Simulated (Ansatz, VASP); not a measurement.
## One calculation of Co, two programs

POSCAR

```
Co
1.0
    0.0000000000      1.7562444945      1.7562444945
    1.7562444945      0.0000000000      1.7562444945
    1.7562444945      1.7562444945      0.0000000000
Co
1
Direct
    0.0000000000      0.0000000000      0.0000000000
```

The input INCAR.step1:

```
SYSTEM = Co
PREC     = Accurate       ! precision mode
ENCUT    = 520            ! plane-wave cutoff, eV
ISMEAR   = 0              ! smearing method
SIGMA    = 0.05           ! smearing width, eV
LREAL    = .False.        ! projectors in reciprocal space
LASPH    = .True.         ! aspherical terms in the spheres
NELM     = 150            ! most SCF steps
ISPIN    = 2              ! spin polarisation
MAGMOM   = 2.14           ! initial moments
LMAXMIX  = 4              ! l up to which the mixer works
NBANDS   = 14             ! bands
GGA      = PE             ! functional
ALGO     = Normal         ! electronic algorithm
EDIFF    = 1E-4           ! SCF threshold, eV
LWAVE    = .True.         ! write WAVECAR
LCHARG   = .False.        ! write CHGCAR
```

INCAR.step2

```
SYSTEM = Co
PREC     = Accurate       ! precision mode
ENCUT    = 520            ! plane-wave cutoff, eV
EDIFF    = 1E-6           ! SCF threshold, eV
ISMEAR   = 0              ! smearing method
SIGMA    = 0.05           ! smearing width, eV
LREAL    = .False.        ! projectors in reciprocal space
LASPH    = .True.         ! aspherical terms in the spheres
NELM     = 150            ! most SCF steps
ALGO     = Normal         ! electronic algorithm
ISIF     = 2              ! what is computed and relaxed
LWAVE    = .False.        ! write WAVECAR
LCHARG   = .False.        ! write CHGCAR
ISPIN    = 2              ! spin polarisation
MAGMOM   = 2.14           ! initial moments
LORBIT   = 11             ! projections on sites
LMAXMIX  = 4              ! l up to which the mixer works
METAGGA  = R2SCAN         ! meta-GGA
LMIXTAU  = .True.       
NBANDS   = 14             ! bands
ISTART   = 1
```

Contents of KPOINTS:

```
Automatic mesh
0
Gamma
  20 20 20
  0 0 0
```

Input for Ansatz:

```yaml
crystal:
  lattice:
    - [0.0, 1.7562444945, 1.7562444945]
    - [1.7562444945, 0.0, 1.7562444945]
    - [1.7562444945, 1.7562444945, 0.0]
  atoms:
    - { symbol: Co, position: [0.0, 0.0, 0.0], spin: 2.14 }
basis:
  ecutwfc: 500
  ecutrho_ratio: 4
kpoints:
  mp_grid: { grid: [20, 20, 20] }
hamiltonian:
  xc: r2scan
scf:
  occupations: { method: gaussian, width: 0.05 }
output:
  forces: true
  stress: true
  eigenvalues: true
  populations: true
magnetization:
  spin_polarized: true
```

Alike in both runs: task single point; functional r2SCAN; k mesh 20 × 20 × 20; occupations gaussian, width 0.05 eV; collinear spin.

|  | VASP | Ansatz |
| --- | --- | --- |
| version | VASP 6.6.1 | Ansatz 0.2.0 |
| potentials or method | VASP PAW PBE potentials, release 64 (Co), cutoff 520 eV | scalar-relativistic, plane waves, PAW |
| valence electrons in the cell | 9 | 17 |

|  | VASP | Ansatz | Ansatz less VASP |
| --- | --- | --- | --- |
| gap on the k mesh at the Fermi level (eV) | none | none | - |
| pressure (GPa) | 0.0 | 0.0 | 0.00 |
| net moment per atom (μB) | 1.83 | 1.84 | +0.007 |
| size of the moment on the site where the two differ most (μB) | 1.89 | 1.95 | +0.060 |

VASP's potentials were made for PBE, not for r2SCAN. Site moments also hang on the region over which each program counts them. A gap of «none» marks a metal or a gap that the smearing closes. VASP's potentials hold 9 valence electrons a cell and Ansatz's 17, so a difference there can come from the potentials and not from the codes. Ansatz's warnings: stability check not made.
